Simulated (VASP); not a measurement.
NaH, 4 atoms in the cell. It takes space group P6_3/mmc (No. 194, hexagonal). The conventional cell has a = 3.953 Å, b = 3.953 Å, c = 4.828 Å, α = 90.00°, β = 90.00°, γ = 120.00°. Na (site symmetry -6m2) has 5 H at 2.28 to 2.41 Å within 3.0 Å. H (site symmetry -6m2) has 5 Na at 2.28 to 2.41 Å within 3.0 Å. 

| Quantity | Value |
| --- | --- |
| Program | VASP 6.6.1 |
| Task | single point |
| Functional | PBE-based screened hybrid with 100 % exact exchange |
| Potentials or basis | VASP PAW PBE potentials, release 64 (Na_pv, H) |
| Cutoff | 520 eV |
| k mesh | 6 × 6 × 2 |
| Occupations | gaussian, width 0.01 eV |
| Spin | no spin polarisation |
| Dipole correction | no |
| Grid for exact exchange (PRECFOCK) | Normal |
| Share of exact exchange | 1 |
| Further INCAR settings | ALGO = Normal; EDIFF = 1e-06; NBANDS = 16 |
| Screening parameter | 0.2078 1/Å |

Potentials or basis: VASP PAW PBE potentials, release 64 (Na_pv, H).

Launch:

```bash
$ cat potpaw_PBE.64/Na_pv/POTCAR potpaw_PBE.64/H/POTCAR > POTCAR
$ cp INCAR.step1 INCAR
$ mpirun -np 1 vasp_std > vasp.out
$ cp INCAR.step2 INCAR
$ mpirun -np 1 vasp_std > vasp.out
```

Hardware: 1 thread of Intel(R) Xeon(R) Platinum 8375C CPU @ 2.90GHz (Ice Lake), on a shared host.

Problem. How long does it take, and how much memory?

Solution. Run time: 19 min on 1 thread of Intel(R) Xeon(R) Platinum 8375C CPU @ 2.90GHz (Ice Lake), on a shared host, peak memory 0.28 GiB. Counts: k points 14.
